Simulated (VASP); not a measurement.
# GaSb (Immm) in VASP: further runs, part 2 of 2

VASP 6.6.1. The steps go on from the part before.

**3. Single point, PBE**

This run uses another cell than the first one, of 24.08 Å³/atom.

Contents of INCAR:

```
PREC     = Accurate       # precision mode
ENCUT    = 520            # plane-wave cutoff, eV
EDIFF    = 1E-6           # SCF threshold, eV
ISMEAR   = -1             # smearing method
SIGMA    = 0.06           # smearing width, eV
LREAL    = F              # projectors in reciprocal space
LASPH    = T              # aspherical terms in the spheres
NELM     = 80             # most SCF steps
ALGO     = Normal         # electronic algorithm
ISIF     = 2              # what is computed and relaxed
LWAVE    = F              # write WAVECAR
LCHARG   = F              # write CHGCAR
GGA      = PE             # functional
NBANDS   = 16             # bands
```

Contents of KPOINTS:

```
regular mesh
0
Gamma
  4 4 4
```

Contents of POSCAR:

```
GaSb
1.0
   -1.5559010000      2.6750030000      2.8933130000
    1.5559010000     -2.6750030000      2.8933130000
    1.5559010000      2.6750030000     -2.8933130000
Sb Ga
1 1
Direct
    0.5000000000      0.5000000000      0.0000000000
    0.0000000000      0.0000000000      0.0000000000
```

Potentials or basis: VASP PAW PBE potentials, release 64 (Sb, Ga_d).

The run is started by

```bash
cat potpaw_PBE.64/Sb/POTCAR potpaw_PBE.64/Ga_d/POTCAR > POTCAR
mpirun -np 1 vasp_std > vasp.out
```

OUTCAR:

```text
PREC = Accurate
   ENCUT = 520
   EDIFF = 1E-6
   ISMEAR = -1
   LREAL = F
   LASPH = T
   NELM = 80
   ISIF = 2
   GGA = PE

 ion  position               nearest neighbor table
   1  0.500  0.500  0.000-   2 2.89   2 2.89   2 3.09   2 3.09   2 3.09   2 3.09
   2  0.000  0.000  0.000-   1 2.89   1 2.89   1 3.09   1 3.09   1 3.09   1 3.09

  LATTYP: Found a body centered orthorhombic cell.
 ALAT       =     3.1118020000
 B/A-ratio  =     1.7192629865
 C/A-ratio  =     1.8595739703

  Lattice vectors:

 A1 = (  -1.5559010000,   2.6750030000,   2.8933130000)
 A2 = (   1.5559010000,  -2.6750030000,   2.8933130000)
 A3 = (   1.5559010000,   2.6750030000,  -2.8933130000)

Analysis of symmetry for initial positions (statically):
=====================================================================
 Subroutine PRICEL returns:
 Original cell was already a primitive cell.

 Routine SETGRP: Setting up the symmetry group for a
 body centered orthorhombic supercell.

 Subroutine GETGRP returns: Found  8 space group operations
 (whereof  8 operations were pure point group operations)
 out of a pool of  8 trial point group operations.

The static configuration has the point symmetry D_2h.

Analysis of symmetry for dynamics (positions and initial velocities):
=====================================================================
 Subroutine PRICEL returns:
 Original cell was already a primitive cell.

 Routine SETGRP: Setting up the symmetry group for a
 body centered orthorhombic supercell.

 Subroutine GETGRP returns: Found  8 space group operations
 (whereof  8 operations were pure point group operations)
 out of a pool of  8 trial point group operations.

The dynamic configuration has the point symmetry D_2h.

 Subroutine INISYM returns: Found  8 space group operations
 (whereof  8 operations are pure point group operations),
 and found     1 'primitive' translations

----------------------------------------------------------------------------------------

                                     Primitive cell

  volume of cell :      48.1683

  direct lattice vectors                    reciprocal lattice vectors
    -1.555901000  2.675003000  2.893313000     0.000000000  0.186915678  0.172812274
     1.555901000 -2.675003000  2.893313000     0.321357207  0.000000000  0.172812274
     1.555901000  2.675003000 -2.893313000     0.321357207  0.186915678  0.000000000

  length of vectors
     4.236476022  4.236476022  4.236476022     0.254561491  0.364876057  0.371763265

  position of ions in fractional coordinates (direct lattice)
     0.500000000  0.500000000  0.000000000
     0.000000000  0.000000000  0.000000000

  ion indices of the primitive-cell ions
   primitive index   ion index
                 1           1
                 2           2

----------------------------------------------------------------------------------------

 KPOINTS: regular mesh

Automatic generation of k-mesh.
 Grid dimensions read from file:
 generate k-points for:    4    4    4

 Generating k-lattice:

  Cartesian coordinates                     Fractional coordinates (reciprocal lattice)
     0.000000000  0.046728920  0.043203069     0.250000000  0.000000000  0.000000000
     0.080339302  0.000000000  0.043203069     0.000000000  0.250000000  0.000000000
     0.080339302  0.046728920  0.000000000     0.000000000  0.000000000  0.250000000

  Length of vectors
     0.063640373  0.091219014  0.092940816

  Shift w.r.t. Gamma in fractional coordinates (k-lattice)
     0.000000000  0.000000000  0.000000000

 Subroutine IBZKPT returns following result:
 ===========================================

 Found     18 irreducible k-points:

 Following reciprocal coordinates:
            Coordinates               Weight
  0.000000  0.000000  0.000000      1.000000
  0.250000  0.000000 -0.000000      4.000000
  0.500000  0.000000 -0.000000      2.000000
  0.000000  0.250000  0.000000      4.000000
  0.250000  0.250000 -0.000000      8.000000
  0.500000  0.250000 -0.000000      8.000000
[... 10 lines left out ...]
 -0.250000 -0.250000  0.250000      2.000000
  0.500000  0.500000  0.500000      1.000000
   k-points           NKPTS =     18   k-points in BZ     NKDIM =     18   number of bands    NBANDS=     16
   number of dos      NEDOS =    301   number of ions     NIONS =      2
   total plane-waves  NPLWV =  32768
   dimension x,y,z NGX =    32 NGY =   32 NGZ =   32
   dimension x,y,z NGXF=    64 NGYF=   64 NGZF=   64
   ions per type =               1   1
   NGX,Y,Z   is equivalent  to a cutoff of  12.56, 12.56, 12.56 a.u.
   NGXF,Y,Z  is equivalent  to a cutoff of  25.11, 25.11, 25.11 a.u.
 SYSTEM =  unknown system
   PREC   = accura    normal or accurate (medium, high low for compatibility)
   ISTART =      0    job   : 0-new  1-cont  2-samecut
   ICHARG =      2    charge: 1-file 2-atom 10-const
   ISPIN  =      1    spin polarized calculation?
   LNONCOLLINEAR =      F non collinear calculations
   LSORBIT =      F    spin-orbit coupling
   LASPH  =      T    aspherical Exc in radial PAW
   ENCUT  =  520.0 eV  38.22 Ry    6.18 a.u.   7.88  7.88  7.88*2*pi/ulx,y,z
   NELM   =     80;   NELMIN=  2; NELMDL= -5     # of ELM steps
   EDIFF  = 0.1E-05   stopping-criterion for ELM
   LREAL  =      F    real-space projection
   EDIFFG = 0.1E-04   stopping-criterion for IOM
   NSW    =      0    number of steps for IOM
   IBRION =     -1    ionic relax: 0-MD 1-quasi-New 2-CG
   NFREE  =      0    steps in history (QN), initial steepest desc. (CG)
   ISIF   =      2    stress and relaxation
   ISYM   =      2    0-nonsym 1-usesym 2-fastsym
   POTIM  = 0.5000    time-step for ionic-motion
   TEBEG  =    0.0;   TEEND  =   0.0 temperature during run
   PSTRESS=    0.0 pullay stress
   NELECT =      18.0000    total number of electrons
   NUPDOWN=      -1.0000    fix difference up-down
   EMIN   =  10.00;   EMAX   =-10.00  energy-range for DOS
   EFERMI =   0.00;   METHOD = LEGACY
   ISMEAR =    -1;   SIGMA  =   0.06  broadening in eV -4-tet -1-fermi 0-gaus
   EFERMI_NEDOS =   21; number of points for ismear=-14 and -15
   IALGO  =     38    algorithm
   IMIX   =      4    mixing-type and parameters
     AMIX     =   0.40;   BMIX     =  1.00
     AMIX_MAG =   1.60;   BMIX_MAG =  1.00
  volume/ion in A,a.u.               =      24.08       162.53
  Fermi-wavevector in a.u.,A,eV,Ry     =   1.179176  2.228319 18.918287  1.390455
  Thomas-Fermi vector in A             =   2.315491
   LORBIT       =      0    0 simple, 1 ext, 2 COOP (PROOUT), +10 PAW based schemes
   GGA     = PE    functional components
   LHFCALC =     F    Hartree Fock is set to
   AEXX    =    0.0000 exact exchange contribution
   IVDW    =     0    specifies the selected vdW correction
   LEPSILON=     F    determine dielectric tensor
   LRPA    =     F    only Hartree local field effects (RPA)
 non-spin polarized calculation
  energy-cutoff  :      520.00
  volume of cell :       48.17
 maximum number of plane-waves:      1318
   NGX = 15   NGY = 15   NGZ = 15

 number of electron      17.9999989 magnetization

 Free energy of the ion-electron system (eV)
  ---------------------------------------------------
  ext. energy  EPLUGINS =         0.00000000
  ---------------------------------------------------
  free energy    TOTEN  =        -6.87547542 eV

  energy without entropy =       -6.85626957  energy(sigma->0) =       -6.86587250

 E-fermi :   6.5130     XC(G=0): -10.2611

 val. band max:        6.3795783516   @ k =   0.2500   0.2500  -0.0000
 cond. band min:       6.5492900524   @ k =  -0.2500   0.2500   0.0000
 fundamental gap:      0.1697117008
 Fermi energy:         6.5129711238

 k-point     1 :       0.0000    0.0000    0.0000
  band No.  band energies     occupation
      1      -8.4783      2.00000
      2      -8.4001      2.00000
      3      -8.3972      2.00000
      4      -8.3655      2.00000
      5      -8.3454      2.00000
      6      -5.3771      2.00000
[... 8 lines left out ...]
     15      15.6644      0.00000
     16      16.9156      0.00000
[... 305 lines left out ...]
 k-point    18 :       0.5000    0.5000    0.5000
  band No.  band energies     occupation
      1      -8.4820      2.00000
      2      -8.4623      2.00000
      3      -8.3684      2.00000
      4      -8.3612      2.00000
      5      -8.3402      2.00000
      6      -2.9244      2.00000
[... 8 lines left out ...]
     15      20.2642      0.00000
     16      20.3926      0.00000

------------------------ aborting loop because EDIFF is reached ----------------------------------------

  FORCE on cell =-STRESS in cart. coord.  units (eV):
  Direction    XX          YY          ZZ          XY          YZ          ZX
  --------------------------------------------------------------------------------------
  -------------------------------------------------------------------------------------
  Total        1.1653072     -0.7042683     -1.2632891     -0.0000000      0.0000000      0.0000000
  in kB       38.7604995    -23.4254042    -42.0195790     -0.0000000      0.0000000      0.0000000
  external PRESSURE =      -8.8948279 kB  Pullay stress =       0.0000000 kB

 VOLUME and BASIS-vectors are now :
 -----------------------------------------------------------------------------
  energy-cutoff  :      520.00
  volume of cell :       48.17
      direct lattice vectors                 reciprocal lattice vectors
    -1.555901000  2.675003000  2.893313000     0.000000000  0.186915678  0.172812274
     1.555901000 -2.675003000  2.893313000     0.321357207  0.000000000  0.172812274
     1.555901000  2.675003000 -2.893313000     0.321357207  0.186915678  0.000000000

 POSITION                                       TOTAL-FORCE (eV/Angst)
 -----------------------------------------------------------------------------------
      0.00000      0.00000      2.89331         0.000000      0.000000      0.000000
      0.00000      0.00000      0.00000        -0.000000     -0.000000     -0.000000
 -----------------------------------------------------------------------------------
    total drift:                               -0.000000      0.000000      0.000000

  FREE ENERGIE OF THE ION-ELECTRON SYSTEM (eV)
  ---------------------------------------------------
  free  energy   TOTEN  =        -6.8754754202 eV

  energy  without entropy=       -6.8562695707  energy(sigma->0) =       -6.86587250
```

Run time: 20 s. Hardware: 1 thread of Intel Xeon 8259CL, shared host; peak memory 0.18 GiB.

What came out:

| Quantity | Value |
| --- | --- |
| Free energy | -6.8755 eV |
| Pressure | -0.9 GPa |
| Band gap on the k mesh | zero (bands 9 and 10 overlap by 3.18 eV) |

Caveat: the k points lie up to 0.57 Å⁻¹ apart, too coarse for converged energies and pressures of a metal; spin-orbit coupling is left out, which moves the levels of the heavy elements.

**4. Single point, PBEsol**

This run uses another cell than the first one, of 24.08 Å³/atom.

Contents of INCAR:

```
SYSTEM = GaSb
ALGO = Normal
EDIFF = 1E-7
ENCUT = 520
GGA = PS
ISIF = 2
ISMEAR = 0
LASPH = .TRUE.
LCHARG = .TRUE.
LELF = .TRUE.
LREAL = .FALSE.
LVHAR = .TRUE.
LWAVE = .FALSE.
NBANDS = 16
NELM = 60
PREC = Accurate
SIGMA = 0.02
```

Contents of KPOINTS:

```
k-points
0
G
  10 10 10
  0 0 0
```

POSCAR is that of step 3.

Potentials or basis: VASP PAW PBE potentials, release 64 (Sb, Ga_d).

The run is started by

```bash
cat potpaw_PBE.64/Sb/POTCAR potpaw_PBE.64/Ga_d/POTCAR > POTCAR
mpirun -np 1 vasp_std > vasp.out
```

OUTCAR:

```text
SYSTEM = GaSb
   EDIFF = 1E-7
   ENCUT = 520
   GGA = PS
   ISIF = 2
   ISMEAR = 0
   LASPH = .TRUE.
   LREAL = .FALSE.
   NELM = 60
   PREC = Accurate

 ion  position               nearest neighbor table
   1  0.500  0.500  0.000-   2 2.89   2 2.89   2 3.09   2 3.09   2 3.09   2 3.09
   2  0.000  0.000  0.000-   1 2.89   1 2.89   1 3.09   1 3.09   1 3.09   1 3.09

  LATTYP: Found a body centered orthorhombic cell.
 ALAT       =     3.1118020000
 B/A-ratio  =     1.7192629865
 C/A-ratio  =     1.8595739703

  Lattice vectors:

 A1 = (  -1.5559010000,   2.6750030000,   2.8933130000)
 A2 = (   1.5559010000,  -2.6750030000,   2.8933130000)
 A3 = (   1.5559010000,   2.6750030000,  -2.8933130000)

Analysis of symmetry for initial positions (statically):
=====================================================================
 Subroutine PRICEL returns:
 Original cell was already a primitive cell.

 Routine SETGRP: Setting up the symmetry group for a
 body centered orthorhombic supercell.

 Subroutine GETGRP returns: Found  8 space group operations
[... 158 lines left out ...]
  ---------------------------------------------------
  ext. energy  EPLUGINS =         0.00000000
  ---------------------------------------------------
  free energy    TOTEN  =        -7.84954818 eV

  energy without entropy =       -7.84932586  energy(sigma->0) =       -7.84943702

 E-fermi :   6.4113     XC(G=0): -10.3753

 val. band max:        6.3931010967   @ k =  -0.2000   0.2000   0.1000
 cond. band min:       6.4124681848   @ k =  -0.3000  -0.2000   0.1000
 fundamental gap:      0.0193670881
 Fermi energy:         6.4112657534

 k-point     1 :       0.0000    0.0000    0.0000
  band No.  band energies     occupation
      1      -8.4374      2.00000
      2      -8.3431      2.00000
      3      -8.3405      2.00000
      4      -8.3241      2.00000
      5      -8.2916      2.00000
      6      -5.5518      2.00000
[... 433 lines left out ...]
      3      -8.3434      2.00000
      4      -8.3313      2.00000
      5      -8.3115      2.00000
      6      -4.4838      2.00000
[... 8 lines left out ...]
     15      14.2496      0.00000
     16      15.6693      0.00000

 [... further k-points ...]
[... 5 lines left out ...]
  --------------------------------------------------------------------------------------
  -------------------------------------------------------------------------------------
  Total       -0.5833157     -1.0320858     -1.1532087     -0.0000000      0.0000000      0.0000000
  in kB      -19.4022735    -34.3292848    -38.3580783     -0.0000000      0.0000000      0.0000000
  external PRESSURE =     -30.6965455 kB  Pullay stress =       0.0000000 kB

 VOLUME and BASIS-vectors are now :
 -----------------------------------------------------------------------------
  energy-cutoff  :      520.00
  volume of cell :       48.17
      direct lattice vectors                 reciprocal lattice vectors
    -1.555901000  2.675003000  2.893313000     0.000000000  0.186915678  0.172812274
     1.555901000 -2.675003000  2.893313000     0.321357207  0.000000000  0.172812274
     1.555901000  2.675003000 -2.893313000     0.321357207  0.186915678  0.000000000

 POSITION                                       TOTAL-FORCE (eV/Angst)
 -----------------------------------------------------------------------------------
      0.00000      0.00000      2.89331         0.000000      0.000000      0.000000
      0.00000      0.00000      0.00000        -0.000000     -0.000000     -0.000000
 -----------------------------------------------------------------------------------
    total drift:                               -0.000000     -0.000000      0.000000

  FREE ENERGIE OF THE ION-ELECTRON SYSTEM (eV)
  ---------------------------------------------------
  free  energy   TOTEN  =        -7.8495481787 eV

  energy  without entropy=       -7.8493258606  energy(sigma->0) =       -7.84943702
```

stdout:

```text
POSCAR found type information on POSCAR SbGa
 POSCAR found :  2 types and       2 ions
 scaLAPACK will be used
 -----------------------------------------------------------------------------
|                                                                             |
|                                                                             |
|     You enforced a specific xc type in the INCAR file but a different       |
|     I HOPE YOU KNOW WHAT YOU ARE DOING!                                     |
|                                                                             |
 -----------------------------------------------------------------------------

 LDA part: xc-table for (Slater+PW92), standard interpolation
 POSCAR, INCAR and KPOINTS ok, starting setup
 FFT: planning ... GRIDC
 FFT: planning ... GRID_SOFT
 FFT: planning ... GRID
 WAVECAR not read
 entering main loop
```

Wall time 2.5 min (1 thread of Intel Xeon 8259CL, shared host); peak memory 0.28 GiB.

What came out:

- Free energy: -7.8495 eV
- Pressure: -3.1 GPa
- Band gap on the k mesh: zero (bands 9 and 10 overlap by 4.47 eV)

Stress tensor (GPa, compression positive):
```
-1.94  0.00  0.00
 0.00 -3.43  0.00
 0.00  0.00 -3.84
```

Caveat: the cell stands under tension; the PAW data sets were made with another functional, which shifts forces and pressure a little; spin-orbit coupling is left out, which moves the levels of the heavy elements.

**5. Single point, PBE**

This run uses another cell than the first one, of 24.08 Å³/atom.

Contents of INCAR:

```
PREC = Accurate ; ENCUT = 520
EDIFF = 1E-6 ; ISMEAR = 0
SIGMA = 0.05 ; LREAL = False
LASPH = True ; NELM = 80
ALGO = Normal ; ISIF = 2
LWAVE = False ; LCHARG = True
GGA = PE ; LELF = True
LVHAR = True ; NBANDS = 16
```

Contents of KPOINTS:

```
regular mesh
0
Gamma
  10 10 10
```

POSCAR is that of step 4.

The run is started by

```bash
cat potpaw_PBE.64/Sb/POTCAR potpaw_PBE.64/Ga_d/POTCAR > POTCAR
mpirun -np 1 vasp_std > vasp.out
```

Wall time 2.1 min (1 thread of Intel Xeon 8259CL, shared host); peak memory 0.28 GiB.

Results (log left out):

```yaml
Free_energy: -6.9770 eV
Pressure: -0.1 GPa
Band_gap_on_the_k_mesh: zero (bands 9 and 10 overlap by 4.46 eV)
```

Stress tensor (GPa, compression positive):
```
 1.03  0.00  0.00
 0.00 -0.44  0.00
 0.00  0.00 -0.90
```

Levels at points of the mesh, in eV from the Fermi level:
| k point | band 6 | band 7 | band 8 | band 9 | band 10 | band 11 | band 12 | band 13 |
| --- | --- | --- | --- | --- | --- | --- | --- | --- |
| (0.00, 0.00, 0.00) | -11.95 | -3.21 | -2.15 | -1.71 | 3.37 | 5.36 | 6.14 | 7.54 |
| (0.50, 0.00, 0.00) | -10.55 | -8.02 | -0.22 | 1.48 | 2.04 | 2.57 | 4.81 | 7.04 |
| (0.00, 0.50, 0.00) | -8.04 | -6.01 | -2.02 | -0.46 | -0.27 | 1.10 | 2.86 | 3.70 |
| (0.50, 0.50, 0.00) | -8.01 | -5.03 | -3.00 | -2.06 | -1.71 | 3.31 | 3.85 | 6.48 |
| (0.50, 0.50, 0.50) | -9.53 | -5.92 | -5.08 | -4.79 | 3.29 | 7.09 | 9.59 | 10.27 |

Caveat: spin-orbit coupling is left out, which moves the levels of the heavy elements.

**6. Overview**

```tsv
level	cell	k mesh	cutoff (eV)	smearing	grid for exact exchange (PRECFOCK)	share of exact exchange	screening parameter	gap on the mesh (eV)	pressure (GPa)
HSE06	a = 4.085 Å, angles 131.2, 107.7, 92.1°, 2 atoms	5 × 5 × 5	400	fermi-dirac 0.05 eV	Normal	0.25	0.2079 1/Å	none	-0.8
PBE	a = 4.236 Å, angles 136.9, 101.7, 93.9°, 2 atoms	4 × 4 × 4	520	fermi-dirac 0.06 eV	-	-	-	none	-0.9
PBEsol	a = 4.236 Å, angles 136.9, 101.7, 93.9°, 2 atoms	10 × 10 × 10	520	gaussian 0.02 eV	-	-	-	none	-3.1
PBE	a = 4.236 Å, angles 136.9, 101.7, 93.9°, 2 atoms	10 × 10 × 10	520	gaussian 0.05 eV	-	-	-	none	-0.1
```

Alike in all rows: task single point; potentials or basis VASP PAW PBE potentials, release 64 (Sb, Ga_d); no spin polarisation.

Caveats: some runs use coarse meshes; spin-orbit coupling is left out, which moves the levels of the heavy elements; the PAW data sets were made with another functional, which shifts forces and pressure a little (at least some runs); the cell stands under tension (at least some runs).

Absolute energies hang on the potentials; compare differences alone.
